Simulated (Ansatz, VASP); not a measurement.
**One calculation of BP, two programs**

File INCAR:

```
PREC = Accurate ; ENCUT = 450
EDIFF = 1E-7 ; ISMEAR = 0
SIGMA = 0.02 ; LREAL = F
LASPH = T ; NELM = 120
ALGO = Normal ; ISIF = 2
LWAVE = F ; LCHARG = F
GGA = PS ; IBRION = 2
NSW = 60 ; EDIFFG = -0.002
GGA_COMPAT = F ; NELMIN = 4
```

The input KPOINTS:

```
regular mesh
0
Gamma
  8 8 8
```

The input POSCAR:

```
BP
1.0
    0.0000000000      2.2827359537      2.2465738000
    2.2827359537      0.0000000000      2.2465738000
    2.2827359537      2.2827359537      0.0000000000
B P
1 1
Direct
    0.0000000000      0.0000000000      0.0000000000
    0.2500000000      0.2500000000      0.2500000000
```

Input for Ansatz:

```yaml
crystal:
  lattice:
    - [0.0, 2.2827359537, 2.2465738]
    - [2.2827359537, 0.0, 2.2465738]
    - [2.2827359537, 2.2827359537, 0.0]
  atoms:
    - { symbol: B, position: [0.0, 0.0, 0.0] }
    - { symbol: P, position: [0.25, 0.25, 0.25] }
basis:
  ecutwfc: 420
kpoints:
  mp_grid: { grid: [8, 8, 8] }
hamiltonian:
  xc: pbesol
  pseudopotentials: { kind: paw, azcp: { folder: soft_1 } }
scf:
  occupations: { method: gaussian, width: 0.02 }
output:
  forces: true
  stress: true
  eigenvalues: true
relax:
  adjacent_minimum: "off"
  f_tol: 0.002
  max_steps: 40
```

Change from the starting cell: strained cell.

Alike in both runs: task relaxation of the atoms; functional PBEsol; k mesh 8 × 8 × 8; occupations gaussian, width 0.02 eV; no spin polarisation.

|  | VASP | Ansatz |
| --- | --- | --- |
| version | VASP 6.6.1 | Ansatz 0.2.0 |
| potentials or method | VASP PAW PBE potentials, release 64 (B, P), cutoff 450 eV | scalar-relativistic, plane waves, PAW |
| valence electrons in the cell | 8 | 8 |

|  | VASP | Ansatz | Ansatz less VASP |
| --- | --- | --- | --- |
| gap on the k mesh at the Fermi level, each at its own relaxed structure (eV) | 0.93 | 0.93 | +0.004 |

VASP's potentials were made for PBE, not for PBEsol, and Ansatz warns of the same on its side. Ansatz's warnings: stress scf threshold loose.

Noted on VASP's run: the relaxation stopped at its first step, so nothing moved.
